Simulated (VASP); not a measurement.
# Gd (P6_3/mmc) in VASP: density of states with PBE

Aim: the density of states of Gd with PBE.

Everything below comes from runs of VASP 6.6.1. Logs are shortened: lines on timing, memory, paths and dates and some standing lists are left out, and cuts for length are marked.

## 1. The cell of the first run

Symmetry: P6_3/mmc, No. 194, hexagonal system. Conventional cell: a = 3.626 Å, b = 3.626 Å, c = 5.767 Å, α = 90.00°, β = 90.00°, γ = 120.00°. Within 4.7 Å of Gd (site symmetry -6m2) lie 12 Gd at 3.56 to 3.63 Å.

## 2. Density of states, PBE, collinear spin, ferromagnetic start

File POSCAR:

```
Gd
1.0
    3.6264642000      0.0000000000      0.0000000000
   -1.8132321000      3.1406117500      0.0000000000
    0.0000000000      0.0000000000      5.7674345100
Gd
2
Direct
    0.3333300000      0.6666700000      0.2500000000
    0.6666600000      0.3333300000      0.7500000000
```

File INCAR.step1:

```
PREC = Accurate
ENCUT = 520
EDIFF = 1E-6
ISMEAR = -1
SIGMA = 0.1
LREAL = False
LASPH = True
NELM = 150
ALGO = Normal
ISIF = 2
LWAVE = False
LCHARG = True
ISPIN = 2
MAGMOM = -4 -4
LMAXMIX = 6
GGA = PE
NBANDS = 29
```

File KPOINTS.step1:

```
regular mesh
0
Gamma
  8 8 4
```

File INCAR.step2:

```
PREC = Accurate
ENCUT = 520
EDIFF = 1E-6
ISMEAR = -5
SIGMA = 0.1
LREAL = False
LASPH = True
NELM = 150
ALGO = Normal
ISIF = 2
LWAVE = False
LCHARG = False
ISPIN = 2
MAGMOM = -4 -4
LORBIT = 11
LMAXMIX = 6
GGA = PE
NEDOS = 2001
ICHARG = 11
```

File KPOINTS.step2:

```
regular mesh
0
Gamma
  12 12 6
```

Potentials or basis: VASP PAW PBE potentials, release 64 (Gd).

Started as:

```sh
$ cat potpaw_PBE.64/Gd/POTCAR > POTCAR
$ cp INCAR.step1 INCAR
$ cp KPOINTS.step1 KPOINTS
$ mpirun -np 1 vasp_std > vasp.out
$ cp INCAR.step2 INCAR
$ cp KPOINTS.step2 KPOINTS
$ mpirun -np 1 vasp_std > vasp.out
```

OUTCAR:

```text
PREC = Accurate
   ENCUT = 520
   EDIFF = 1E-6
   ISMEAR = -5
   LREAL = False
   LASPH = True
   NELM = 150
   ISIF = 2
   ISPIN = 2
   LORBIT = 11
   GGA = PE
   ICHARG = 11

 ion  position               nearest neighbor table
   1  0.333  0.667  0.250-
   2  0.667  0.333  0.750-

  LATTYP: Found a hexagonal cell.
 ALAT       =     3.6264642000
 C/A-ratio  =     1.5903740371

  Lattice vectors:

 A1 = (   3.6264642000,   0.0000000000,   0.0000000000)
 A2 = (  -1.8132321000,   3.1406117500,   0.0000000000)
 A3 = (   0.0000000000,   0.0000000000,   5.7674345100)

Analysis of symmetry for initial positions (statically):
=====================================================================
 Subroutine PRICEL returns:
 Original cell was already a primitive cell.

 Routine SETGRP: Setting up the symmetry group for a
 hexagonal supercell.

 Subroutine GETGRP returns: Found  8 space group operations
 (whereof  2 operations were pure point group operations)
 out of a pool of 24 trial point group operations.

The static configuration has the point symmetry C_2 .
 The point group associated with its full space group is D_2h.

Analysis of symmetry for dynamics (positions and initial velocities):
=====================================================================
 Subroutine PRICEL returns:
 Original cell was already a primitive cell.

 Routine SETGRP: Setting up the symmetry group for a
 hexagonal supercell.

 Subroutine GETGRP returns: Found  8 space group operations
 (whereof  2 operations were pure point group operations)
 out of a pool of 24 trial point group operations.

The dynamic configuration has the point symmetry C_2 .
 The point group associated with its full space group is D_2h.

Analysis of structural, dynamic, and magnetic symmetry:
=====================================================================
 Subroutine PRICEL returns:
 Original cell was already a primitive cell.

 Routine SETGRP: Setting up the symmetry group for a
 hexagonal supercell.

 Subroutine GETGRP returns: Found  8 space group operations
 (whereof  2 operations were pure point group operations)
 out of a pool of 24 trial point group operations.

The overall configuration has the point symmetry C_2 .
 The point group associated with its full space group is D_2h.

 Subroutine INISYM returns: Found  8 space group operations
 (whereof  2 operations are pure point group operations),
 and found     1 'primitive' translations

----------------------------------------------------------------------------------------

                                     Primitive cell

  volume of cell :      65.6871

  direct lattice vectors                    reciprocal lattice vectors
     3.626464200  0.000000000  0.000000000     0.275750689  0.159204652  0.000000000
    -1.813232100  3.140611750  0.000000000     0.000000000  0.318409304  0.000000000
     0.000000000  0.000000000  5.767434510     0.000000000  0.000000000  0.173387318

  length of vectors
     3.626464200  3.626465609  5.767434510     0.318409427  0.318409304  0.173387318

  position of ions in fractional coordinates (direct lattice)
     0.333330000  0.666670000  0.250000000
     0.666660000  0.333330000  0.750000000

  ion indices of the primitive-cell ions
   primitive index   ion index
                 1           1
                 2           2

----------------------------------------------------------------------------------------

 KPOINTS: regular mesh

Automatic generation of k-mesh.
 Grid dimensions read from file:
 generate k-points for:   12   12    6

 Generating k-lattice:

  Cartesian coordinates                     Fractional coordinates (reciprocal lattice)
     0.022979224  0.013267054  0.000000000     0.083333333 -0.000000000  0.000000000
     0.000000000  0.026534109  0.000000000     0.000000000  0.083333333  0.000000000
     0.000000000  0.000000000  0.028897886     0.000000000  0.000000000  0.166666667

  Length of vectors
     0.026534119  0.026534109  0.028897886

  Shift w.r.t. Gamma in fractional coordinates (k-lattice)
     0.000000000  0.000000000  0.000000000

 TETIRR: Found   2196 inequivalent tetrahedra from     5184

 Subroutine IBZKPT returns following result:
 ===========================================

 Found    172 irreducible k-points:

 Following reciprocal coordinates:
            Coordinates               Weight
  0.000000  0.000000  0.000000      1.000000
  0.083333 -0.000000  0.000000      4.000000
  0.000000  0.083333  0.000000      2.000000
  0.166667 -0.000000  0.000000      4.000000
  0.000000  0.166667  0.000000      2.000000
  0.250000 -0.000000  0.000000      4.000000
[... 16 lines left out ...]
 -0.083333  0.416667  0.000000      4.000000
 -0.416667  0.333333  0.000000      4.000000
 [... further k-points ...]
   k-points           NKPTS =    172   k-points in BZ     NKDIM =    172   number of bands    NBANDS=     26
   number of dos      NEDOS =   2001   number of ions     NIONS =      2
   total plane-waves  NPLWV =  37632
   dimension x,y,z NGX =    28 NGY =   28 NGZ =   48
   dimension x,y,z NGXF=    56 NGYF=   56 NGZF=   96
   ions per type =               2
   NGX,Y,Z   is equivalent  to a cutoff of  12.84, 12.84, 13.84 a.u.
   NGXF,Y,Z  is equivalent  to a cutoff of  25.67, 25.67, 27.67 a.u.
 SYSTEM =  unknown system
   PREC   = accura    normal or accurate (medium, high low for compatibility)
   ISTART =      0    job   : 0-new  1-cont  2-samecut
   ICHARG =     11    charge: 1-file 2-atom 10-const
   ISPIN  =      2    spin polarized calculation?
   LNONCOLLINEAR =      F non collinear calculations
   LSORBIT =      F    spin-orbit coupling
   LASPH  =      T    aspherical Exc in radial PAW
   ENCUT  =  520.0 eV  38.22 Ry    6.18 a.u.   6.74  6.74 10.72*2*pi/ulx,y,z
   NELM   =    150;   NELMIN=  2; NELMDL=  0     # of ELM steps
   EDIFF  = 0.1E-05   stopping-criterion for ELM
   LREAL  =      F    real-space projection
   EDIFFG = 0.1E-04   stopping-criterion for IOM
   NSW    =      0    number of steps for IOM
   IBRION =     -1    ionic relax: 0-MD 1-quasi-New 2-CG
   NFREE  =      0    steps in history (QN), initial steepest desc. (CG)
   ISIF   =      2    stress and relaxation
   ISYM   =      2    0-nonsym 1-usesym 2-fastsym
   POTIM  = 0.5000    time-step for ionic-motion
   TEBEG  =    0.0;   TEEND  =   0.0 temperature during run
   PSTRESS=    0.0 pullay stress
   NELECT =      36.0000    total number of electrons
   NUPDOWN=      -1.0000    fix difference up-down
   EMIN   =  10.00;   EMAX   =-10.00  energy-range for DOS
   EFERMI =   0.00;   METHOD = LEGACY
   ISMEAR =    -5;   SIGMA  =   0.10  broadening in eV -4-tet -1-fermi 0-gaus
   EFERMI_NEDOS =   21; number of points for ismear=-14 and -15
   IALGO  =     38    algorithm
   IMIX   =      4    mixing-type and parameters
     AMIX     =   0.40;   BMIX     =  1.00
     AMIX_MAG =   1.60;   BMIX_MAG =  1.00
  volume/ion in A,a.u.               =      32.84       221.64
  Fermi-wavevector in a.u.,A,eV,Ry     =   1.339725  2.531713 24.420583  1.794862
  Thomas-Fermi vector in A             =   2.468094
   LORBIT       =     11    0 simple, 1 ext, 2 COOP (PROOUT), +10 PAW based schemes
   GGA     = PE    functional components
   LHFCALC =     F    Hartree Fock is set to
   AEXX    =    0.0000 exact exchange contribution
   IVDW    =     0    specifies the selected vdW correction
   LEPSILON=     F    determine dielectric tensor
   LRPA    =     F    only Hartree local field effects (RPA)
 spin polarized calculation
 Fermi weights with tetrahedron method with Bloechl corrections
  energy-cutoff  :      520.00
  volume of cell :       65.69
 maximum number of plane-waves:      1798

 number of electron      36.0000004 magnetization     -15.2165422

 Free energy of the ion-electron system (eV)
  ---------------------------------------------------
  ext. energy  EPLUGINS =         0.00000000
  ---------------------------------------------------
  free energy    TOTEN  =       -23.41388354 eV

  energy without entropy =      -23.41388354  energy(sigma->0) =      -23.41388354

 E-fermi :   3.0194     XC(G=0): -10.0013

 val. band max:        3.1016004086   @ k =   0.3333   0.3333   0.1667
 cond. band min:       2.8971736747   @ k =   0.3333   0.3333   0.5000
 fundamental gap:     -0.2044267338
 Fermi energy:         3.0194486070

 spin component 1

 k-point     1 :       0.0000    0.0000    0.0000
  band No.  band energies     occupation
      1     -39.0022      1.00000
      2     -38.9119      1.00000
      3     -17.7670      1.00000
      4     -16.9994      1.00000
      5     -16.9994      1.00000
      6     -16.8712      1.00000
[... 18 lines left out ...]
     25       5.1780      0.00000
     26       5.4655      0.00000

 k-point     2 :       0.0833   -0.0000    0.0000
  band No.  band energies     occupation
      1     -38.9976      1.00000
      2     -38.9100      1.00000
      3     -17.7480      1.00000
      4     -17.0418      1.00000
      5     -17.0134      1.00000
      6     -16.9157      1.00000
[... 18 lines left out ...]
     25       4.9504      0.00000
     26       5.1059      0.00000

 k-point     3 :       0.0000    0.0833    0.0000
  band No.  band energies     occupation
      1     -38.9976      1.00000
      2     -38.9100      1.00000
      3     -17.7480      1.00000
      4     -17.0418      1.00000
      5     -17.0134      1.00000
      6     -16.9157      1.00000
[... 572 lines left out ...]
 k-point    23 :      -0.0833    0.4167    0.0000
  band No.  band energies     occupation
      1     -38.9362      1.00000
      2     -38.8938      1.00000
      3     -17.5259      1.00000
      4     -17.4537      1.00000
      5     -17.3883      1.00000
      6     -17.1776      1.00000
[... 18 lines left out ...]
     25       3.8070      0.00000
     26       4.1628      0.00000

 k-point    24 :      -0.4167    0.3333    0.0000
  band No.  band energies     occupation
      1     -38.9362      1.00000
      2     -38.8938      1.00000
      3     -17.5259      1.00000
      4     -17.4537      1.00000
      5     -17.3883      1.00000
      6     -17.1776      1.00000
[... 18 lines left out ...]
     25       3.8070      0.00000
     26       4.1629      0.00000

 [... further k-points ...]

 spin component 2

 k-point     1 :       0.0000    0.0000    0.0000
  band No.  band energies     occupation
      1     -42.2312      1.00000
      2     -42.1592      1.00000
      3     -20.0020      1.00000
      4     -19.3715      1.00000
      5     -19.3714      1.00000
      6     -19.2623      1.00000
[... 18 lines left out ...]
     25       4.0776      0.00000
     26       4.3539      0.00000

 k-point     2 :       0.0833   -0.0000    0.0000
  band No.  band energies     occupation
      1     -42.2276      1.00000
      2     -42.1578      1.00000
      3     -19.9863      1.00000
      4     -19.4059      1.00000
      5     -19.3828      1.00000
      6     -19.2985      1.00000
[... 18 lines left out ...]
     25       3.8491     -0.00030
     26       3.9716      0.00000

 k-point     3 :       0.0000    0.0833    0.0000
  band No.  band energies     occupation
      1     -42.2276      1.00000
      2     -42.1578      1.00000
      3     -19.9863      1.00000
      4     -19.4060      1.00000
      5     -19.3827      1.00000
      6     -19.2986      1.00000
[... 572 lines left out ...]
 k-point    23 :      -0.0833    0.4167    0.0000
  band No.  band energies     occupation
      1     -42.1788      1.00000
      2     -42.1450      1.00000
      3     -19.8012      1.00000
      4     -19.7435      1.00000
      5     -19.6911      1.00000
      6     -19.5178      1.00000
[... 18 lines left out ...]
     25       1.9680      1.00000
     26       2.7965      1.00000

 k-point    24 :      -0.4167    0.3333    0.0000
  band No.  band energies     occupation
      1     -42.1788      1.00000
      2     -42.1450      1.00000
      3     -19.8011      1.00000
      4     -19.7436      1.00000
      5     -19.6910      1.00000
      6     -19.5180      1.00000
[... 18 lines left out ...]
     25       1.9680      1.00000
     26       2.7965      1.00000

 [... further k-points ...]
[... 5 lines left out ...]
  --------------------------------------------------------------------------------------
  -------------------------------------------------------------------------------------
  Total       -2.6652449     -2.6671677     -2.3888353      0.0000000      0.0000000      0.0000000
  in kB      -65.0080860    -65.0549860    -58.2661691      0.0000000      0.0000000      0.0000000
  external PRESSURE =     -62.7764137 kB  Pullay stress =       0.0000000 kB

 VOLUME and BASIS-vectors are now :
 -----------------------------------------------------------------------------
  energy-cutoff  :      520.00
  volume of cell :       65.69
      direct lattice vectors                 reciprocal lattice vectors
     3.626464200  0.000000000  0.000000000     0.275750689  0.159204652  0.000000000
    -1.813232100  3.140611750  0.000000000     0.000000000  0.318409304  0.000000000
     0.000000000  0.000000000  5.767434510     0.000000000  0.000000000  0.173387318

 POSITION                                       TOTAL-FORCE (eV/Angst)
 -----------------------------------------------------------------------------------
     -0.00002      2.09375      1.44186        -0.000000     -0.001196      0.000000
      1.81321      1.04686      4.32558         0.000000      0.001196     -0.000000
 -----------------------------------------------------------------------------------
    total drift:                               -0.000000     -0.000000     -0.000000

  FREE ENERGIE OF THE ION-ELECTRON SYSTEM (eV)
  ---------------------------------------------------
  free  energy   TOTEN  =       -23.4138835382 eV

  energy  without entropy=      -23.4138835382  energy(sigma->0) =      -23.41388354

 total charge

# of ion       s       p       d       f       tot
--------------------------------------------------
    1        2.074   5.568   0.581   6.956  15.179
    2        2.074   5.568   0.581   6.956  15.179
--------------------------------------------------
tot          4.148  11.137   1.162  13.911  30.358

 magnetization (x)

# of ion       s       p       d       f       tot
--------------------------------------------------
    1       -0.004   0.050  -0.225  -6.844  -7.023
    2       -0.004   0.050  -0.225  -6.844  -7.023
--------------------------------------------------
tot         -0.008   0.100  -0.450 -13.687 -14.046
```

Wall time 13 min (1 thread of Intel Xeon 6975P-C (Granite Rapids), shared host); peak memory 0.55 GiB.

Results:

| Property | Result |
| --- | --- |
| Net moment | -15.22 μB per cell |
| Site moments | Gd -7.02 μB |
| Valence electrons inside the program's atomic spheres | Gd 15.18 |

Levels at points of the mesh, in eV from the Fermi level:
Spin up:
| k point | band 7 | band 8 | band 9 | band 10 | band 11 | band 12 | band 13 | band 14 |
| --- | --- | --- | --- | --- | --- | --- | --- | --- |
| (0.00, 0.00, 0.00) | -19.89 | -19.88 | -4.19 | -1.46 | 0.40 | 0.44 | 0.49 | 0.56 |
| (0.50, 0.00, 0.00) | -20.10 | -19.99 | -1.07 | -0.93 | -0.60 | 0.44 | 0.50 | 0.57 |
| (0.00, 0.50, 0.00) | -20.10 | -19.99 | -1.07 | -0.93 | -0.60 | 0.44 | 0.50 | 0.57 |
| (0.00, 0.00, 0.50) | -19.96 | -19.96 | -2.63 | -2.63 | 0.31 | 0.31 | 0.52 | 0.52 |
| (0.50, 0.00, 0.50) | -20.10 | -20.10 | -1.36 | -1.36 | 0.26 | 0.26 | 0.54 | 0.54 |
| (0.00, 0.50, 0.50) | -20.10 | -20.10 | -1.36 | -1.36 | 0.26 | 0.26 | 0.54 | 0.54 |
Spin down:
```
           k point  band 22  band 23  band 24  band 25  band 26
(0.00, 0.00, 0.00)    -4.68    -4.67    -2.51     1.06     1.33
(0.50, 0.00, 0.00)    -4.68    -2.18    -1.77    -1.32    -0.10
(0.00, 0.50, 0.00)    -4.68    -2.18    -1.77    -1.32    -0.10
(0.00, 0.00, 0.50)    -4.68    -3.60    -3.60     0.48     0.48
(0.50, 0.00, 0.50)    -4.70    -2.19    -2.19    -0.48    -0.48
(0.00, 0.50, 0.50)    -4.70    -2.19    -2.19    -0.48    -0.48
```

Caveat: the bands computed are all filled at some k points, so no gap is given; spin-orbit coupling is left out, which moves the levels of the heavy elements. The state reached can hang on the start; a lower one may exist.
